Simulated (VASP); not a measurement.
# ZnSe (P4/nmm) in VASP: single point with PBE-based screened hybrid with 5 % exact exchange

Aim: the single point of ZnSe with PBE-based screened hybrid with 5 % exact exchange.

Program: VASP 6.6.1. These are calculated values, not measurements. Logs are shortened: lines on timing, memory, paths and dates and some standing lists are left out, and cuts for length are marked.

### 1 The cell of the first run

The structure is tetragonal, space group P4/nmm (No. 129). Conventional cell: a = 4.108 Å, b = 4.108 Å, c = 6.070 Å, α = 90.00°, β = 90.00°, γ = 90.00°. Se (site symmetry 4mm) has 4 Zn at 2.54 Å within 3.4 Å. Within 3.4 Å of Zn (site symmetry -4m2) lie 4 Se at 2.54 Å and 4 Zn at 2.90 Å.

### 2 Single point, PBE-based screened hybrid with 5 % exact exchange

POSCAR reads:

```
ZnSe
1.0
    4.1077020000      0.0000000000      0.0000000000
    0.0000000000      4.1077020000      0.0000000000
    0.0000000000      0.0000000000      6.0703500000
Se Zn
2 2
Direct
    0.5000000000      0.0000000000      0.7537200000
    0.0000000000      0.5000000000      0.2462800000
    0.5000000000      0.5000000000      0.0000000000
    0.0000000000      0.0000000000      0.0000000000
```

INCAR.step1 reads:

```
SYSTEM = ZnSe
PREC = Accurate
ENCUT = 520
EDIFF = 1E-5
ISMEAR = -1
SIGMA = 0.05
LREAL = .False.
LASPH = .True.
NELM = 60
ALGO = Normal
ISIF = 2
LWAVE = .True.
LCHARG = .False.
GGA = PE
NBANDS = 26
```

INCAR.step2 reads:

```
SYSTEM = ZnSe
PREC = Accurate
ENCUT = 520
EDIFF = 1E-6
ISMEAR = -1
SIGMA = 0.05
LREAL = .False.
LASPH = .True.
NELM = 60
ALGO = Normal
ISIF = 2
LWAVE = .False.
LCHARG = .False.
GGA = PE
LHFCALC = .True.
AEXX = 0.05
HFSCREEN = 0.2
PRECFOCK = Normal
ISTART = 1
NBANDS = 26
```

KPOINTS reads:

```
regular mesh
0
Gamma
  4 4 3
  0 0 0
```

Potentials or basis: VASP PAW PBE potentials, release 64 (Se, Zn).

The run is started by

```
cat potpaw_PBE.64/Se/POTCAR potpaw_PBE.64/Zn/POTCAR > POTCAR
cp INCAR.step1 INCAR
mpirun -np 1 vasp_std > vasp.out
cp INCAR.step2 INCAR
mpirun -np 1 vasp_std > vasp.out
```

OUTCAR:

```text
SYSTEM = ZnSe
   PREC = Accurate
   ENCUT = 520
   EDIFF = 1E-6
   ISMEAR = -1
   LREAL = .False.
   LASPH = .True.
   NELM = 60
   ISIF = 2
   GGA = PE
   LHFCALC = .True.
   AEXX = 0.05
   HFSCREEN = 0.2
   PRECFOCK = Normal
   ISTART = 1

 ion  position               nearest neighbor table
   1  0.500  0.000  0.754-   3 2.54   4 2.54   3 2.54   4 2.54
   2  0.000  0.500  0.246-   3 2.54   4 2.54   4 2.54   3 2.54
   3  0.500  0.500  0.000-   1 2.54   2 2.54   1 2.54   2 2.54   4 2.90   4 2.90   4 2.90   4 2.90

   4  0.000  0.000  0.000-   1 2.54   2 2.54   2 2.54   1 2.54   3 2.90   3 2.90   3 2.90   3 2.90

  LATTYP: Found a simple tetragonal cell.
 ALAT       =     4.1077020000
 C/A-ratio  =     1.4777970749

  Lattice vectors:

 A1 = (   4.1077020000,   0.0000000000,   0.0000000000)
 A2 = (   0.0000000000,   4.1077020000,   0.0000000000)
 A3 = (   0.0000000000,   0.0000000000,   6.0703500000)

Analysis of symmetry for initial positions (statically):
=====================================================================
 Subroutine PRICEL returns:
 Original cell was already a primitive cell.

 Routine SETGRP: Setting up the symmetry group for a
 simple tetragonal supercell.

 Subroutine GETGRP returns: Found 16 space group operations
 (whereof  8 operations were pure point group operations)
 out of a pool of 16 trial point group operations.

The static configuration has the point symmetry D_2d.
 The point group associated with its full space group is D_4h.

Analysis of symmetry for dynamics (positions and initial velocities):
=====================================================================
 Subroutine PRICEL returns:
 Original cell was already a primitive cell.

 Routine SETGRP: Setting up the symmetry group for a
 simple tetragonal supercell.

 Subroutine GETGRP returns: Found 16 space group operations
 (whereof  8 operations were pure point group operations)
 out of a pool of 16 trial point group operations.

The dynamic configuration has the point symmetry D_2d.
 The point group associated with its full space group is D_4h.

 Subroutine INISYM returns: Found 16 space group operations
 (whereof  8 operations are pure point group operations),
 and found     1 'primitive' translations

----------------------------------------------------------------------------------------

                                     Primitive cell

  volume of cell :     102.4263

  direct lattice vectors                    reciprocal lattice vectors
     4.107702000  0.000000000  0.000000000     0.243445118  0.000000000  0.000000000
     0.000000000  4.107702000  0.000000000     0.000000000  0.243445118  0.000000000
     0.000000000  0.000000000  6.070350000     0.000000000  0.000000000  0.164735147

  length of vectors
     4.107702000  4.107702000  6.070350000     0.243445118  0.243445118  0.164735147

  position of ions in fractional coordinates (direct lattice)
     0.500000000  0.000000000  0.753720000
     0.000000000  0.500000000  0.246280000
     0.500000000  0.500000000  0.000000000
     0.000000000  0.000000000  0.000000000

  ion indices of the primitive-cell ions
   primitive index   ion index
                 1           1
                 2           2
                 3           3
                 4           4

----------------------------------------------------------------------------------------

 KPOINTS: regular mesh

Automatic generation of k-mesh.
 Grid dimensions read from file:
 generate k-points for:    4    4    3

 Generating k-lattice:

  Cartesian coordinates                     Fractional coordinates (reciprocal lattice)
     0.060861280  0.000000000  0.000000000     0.250000000  0.000000000  0.000000000
     0.000000000  0.060861280  0.000000000     0.000000000  0.250000000  0.000000000
     0.000000000  0.000000000  0.054911716     0.000000000  0.000000000  0.333333333

  Length of vectors
     0.060861280  0.060861280  0.054911716

  Shift w.r.t. Gamma in fractional coordinates (k-lattice)
     0.000000000  0.000000000  0.000000000

 Subroutine IBZKPT returns following result:
 ===========================================

 Found     12 irreducible k-points:

 Following reciprocal coordinates:
            Coordinates               Weight
  0.000000  0.000000  0.000000      1.000000
  0.250000  0.000000  0.000000      4.000000
  0.500000  0.000000  0.000000      2.000000
  0.250000  0.250000  0.000000      4.000000
  0.500000  0.250000  0.000000      4.000000
  0.500000  0.500000  0.000000      1.000000
  0.000000  0.000000  0.333333      2.000000
  0.250000  0.000000  0.333333      8.000000
  0.500000  0.000000  0.333333      4.000000
  0.250000  0.250000  0.333333      8.000000
  0.500000  0.250000  0.333333      8.000000
  0.500000  0.500000  0.333333      2.000000
   k-points           NKPTS =     12   k-points in BZ     NKDIM =     48   number of bands    NBANDS=     26
   number of dos      NEDOS =    301   number of ions     NIONS =      4
   total plane-waves  NPLWV =  49152
   dimension x,y,z NGX =    32 NGY =   32 NGZ =   48
   dimension x,y,z NGXF=    64 NGYF=   64 NGZF=   96
   ions per type =               2   2
   NGX,Y,Z   is equivalent  to a cutoff of  12.95, 12.95, 13.15 a.u.
   NGXF,Y,Z  is equivalent  to a cutoff of  25.90, 25.90, 26.29 a.u.
 SYSTEM =  ZnSe
   PREC   = accura    normal or accurate (medium, high low for compatibility)
   ISTART =      1    job   : 0-new  1-cont  2-samecut
   ICHARG =      0    charge: 1-file 2-atom 10-const
   ISPIN  =      1    spin polarized calculation?
   LNONCOLLINEAR =      F non collinear calculations
   LSORBIT =      F    spin-orbit coupling
   LASPH  =      T    aspherical Exc in radial PAW
   ENCUT  =  520.0 eV  38.22 Ry    6.18 a.u.   7.64  7.64 11.29*2*pi/ulx,y,z
   NELM   =     60;   NELMIN=  2; NELMDL=  0     # of ELM steps
   EDIFF  = 0.1E-05   stopping-criterion for ELM
   LREAL  =      F    real-space projection
   EDIFFG = 0.1E-04   stopping-criterion for IOM
   NSW    =      0    number of steps for IOM
   IBRION =     -1    ionic relax: 0-MD 1-quasi-New 2-CG
   NFREE  =      0    steps in history (QN), initial steepest desc. (CG)
   ISIF   =      2    stress and relaxation
   ISYM   =      3    0-nonsym 1-usesym 2-fastsym
   POTIM  = 0.5000    time-step for ionic-motion
   TEBEG  =    0.0;   TEEND  =   0.0 temperature during run
   PSTRESS=    0.0 pullay stress
   NELECT =      36.0000    total number of electrons
   NUPDOWN=      -1.0000    fix difference up-down
   EMIN   =  10.00;   EMAX   =-10.00  energy-range for DOS
   EFERMI =   0.00;   METHOD = LEGACY
   ISMEAR =    -1;   SIGMA  =   0.05  broadening in eV -4-tet -1-fermi 0-gaus
   EFERMI_NEDOS =   21; number of points for ismear=-14 and -15
   IALGO  =     38    algorithm
   IMIX   =      1    mixing-type and parameters
     AMIX     =   0.40;   BMIX     =  1.00
     AMIX_MAG =   1.60;   BMIX_MAG =  1.00
  volume/ion in A,a.u.               =      25.61       172.80
  Fermi-wavevector in a.u.,A,eV,Ry     =   1.155328  2.183253 18.160809  1.334782
  Thomas-Fermi vector in A             =   2.291957
   LORBIT       =      0    0 simple, 1 ext, 2 COOP (PROOUT), +10 PAW based schemes
   GGA     = PE    functional components
   LHFCALC =     T    Hartree Fock is set to
   PRECFOCK=normal    Normal, Fast or Accurate (Low or Medium for compatibility)
   ENCUT4O =  -1.0   cutoff for four orbital integrals eV
   NKREDX  =     1    reduce k-point grid by
   NKREDY  =     1    reduce k-point grid by
   NKREDZ  =     1    reduce k-point grid by
   AEXX    =    0.0500 exact exchange contribution
   HFSCREEN=    0.2000 screening length (either q_TF or 0.3 A-1)
   HFSCREENC=   0.2000 screening length for correlation (either q_TF or 0.3 A-1)
   ENCUTFOCK=  -1.0 apply spherical cutoff to Coloumb kernel
   IVDW    =     0    specifies the selected vdW correction
   LEPSILON=     F    determine dielectric tensor
   LRPA    =     F    only Hartree local field effects (RPA)
 non-spin polarized calculation
  energy-cutoff  :      520.00
  volume of cell :      102.43
 maximum number of plane-waves:      2775
 NGX is ok and might be reduce to    32
  NGX = 24; NGY = 24; NGZ = 36

 number of electron      35.9999984 magnetization

 Free energy of the ion-electron system (eV)
  ---------------------------------------------------
  ext. energy  EPLUGINS =         0.00000000
  ---------------------------------------------------
  free energy    TOTEN  =       -11.89719142 eV

  energy without entropy =      -11.89719142  energy(sigma->0) =      -11.89719142

 E-fermi :   1.6409     XC(G=0):  -8.3628

 val. band max:        0.5173135552   @ k =   0.0000   0.0000   0.0000
 cond. band min:       2.6691398317   @ k =   0.0000   0.0000   0.0000
 fundamental gap:      2.1518262765
 Fermi energy:         1.6408821792

 k-point     1 :       0.0000    0.0000    0.0000
  band No.  band energies     occupation
      1     -12.5857      2.00000
      2     -11.6497      2.00000
      3      -6.5403      2.00000
      4      -6.5055      2.00000
      5      -6.4480      2.00000
      6      -6.4480      2.00000
[... 18 lines left out ...]
     25      10.7228      0.00000
     26      11.3186      0.00000

 k-point     2 :       0.2500    0.0000    0.0000
  band No.  band energies     occupation
      1     -12.3461      2.00000
      2     -11.6594      2.00000
      3      -6.4870      2.00000
      4      -6.4039      2.00000
      5      -6.3635      2.00000
      6      -6.3549      2.00000
[... 18 lines left out ...]
     25       8.6792      0.00000
     26       8.8207      0.00000

 k-point     3 :       0.5000    0.0000    0.0000
  band No.  band energies     occupation
      1     -11.8809      2.00000
      2     -11.8809      2.00000
      3      -6.3105      2.00000
      4      -6.3105      2.00000
      5      -6.2168      2.00000
      6      -6.2168      2.00000
[... 224 lines left out ...]
 k-point    11 :       0.5000    0.2500    0.3333
  band No.  band energies     occupation
      1     -11.7512      2.00000
      2     -11.7512      2.00000
      3      -6.4526      2.00000
      4      -6.4526      2.00000
      5      -6.2175      2.00000
      6      -6.2175      2.00000
[... 18 lines left out ...]
     25       9.1059      0.00000
     26       9.1059      0.00000

 k-point    12 :       0.5000    0.5000    0.3333
  band No.  band energies     occupation
      1     -11.6189      2.00000
      2     -11.6189      2.00000
      3      -6.5596      2.00000
      4      -6.5596      2.00000
      5      -6.1748      2.00000
      6      -6.1748      2.00000
[... 18 lines left out ...]
     25       9.5568      0.00000
     26       9.5568      0.00000

------------------------ aborting loop because EDIFF is reached ----------------------------------------

  FORCE on cell =-STRESS in cart. coord.  units (eV):
  Direction    XX          YY          ZZ          XY          YZ          ZX
  --------------------------------------------------------------------------------------
  -------------------------------------------------------------------------------------
  Total       -0.0060198     -0.0060198     -0.2536980      0.0000000      0.0000000      0.0000000
  in kB       -0.0941638     -0.0941638     -3.9684061      0.0000000      0.0000000      0.0000000
  external PRESSURE =      -1.3855779 kB  Pullay stress =       0.0000000 kB

 VOLUME and BASIS-vectors are now :
 -----------------------------------------------------------------------------
  energy-cutoff  :      520.00
  volume of cell :      102.43
      direct lattice vectors                 reciprocal lattice vectors
     4.107702000  0.000000000  0.000000000     0.243445118  0.000000000  0.000000000
     0.000000000  4.107702000  0.000000000     0.000000000  0.243445118  0.000000000
     0.000000000  0.000000000  6.070350000     0.000000000  0.000000000  0.164735147

 POSITION                                       TOTAL-FORCE (eV/Angst)
 -----------------------------------------------------------------------------------
      2.05385      0.00000      4.57534        -0.000000      0.000000      0.123059
      0.00000      2.05385      1.49501         0.000000      0.000000     -0.123059
      2.05385      2.05385      0.00000         0.000000      0.000000      0.000000
      0.00000      0.00000      0.00000         0.000000     -0.000000      0.000000
 -----------------------------------------------------------------------------------
    total drift:                               -0.000001      0.000001     -0.000000

  FREE ENERGIE OF THE ION-ELECTRON SYSTEM (eV)
  ---------------------------------------------------
  free  energy   TOTEN  =       -11.8971914156 eV

  energy  without entropy=      -11.8971914154  energy(sigma->0) =      -11.89719142
```

It took 61 min on 1 thread of Oxide Virtual Turin-like, shared host; peak memory 0.32 GiB.

Results:

```yaml
Free_energy: -11.8972 eV
Pressure: -0.1 GPa
Largest_force: 0.123 eV/Å
Band_gap_on_the_k_mesh: 2.15 eV
```

Forces in eV/Å, atoms in the order of the input:
```
Se   0.000  0.000  0.123
Se   0.000  0.000 -0.123
Zn   0.000  0.000  0.000
Zn   0.000  0.000  0.000
```

Caveat: the PAW data sets were made with another functional, which shifts forces and pressure a little. A k mesh can miss the band edges.
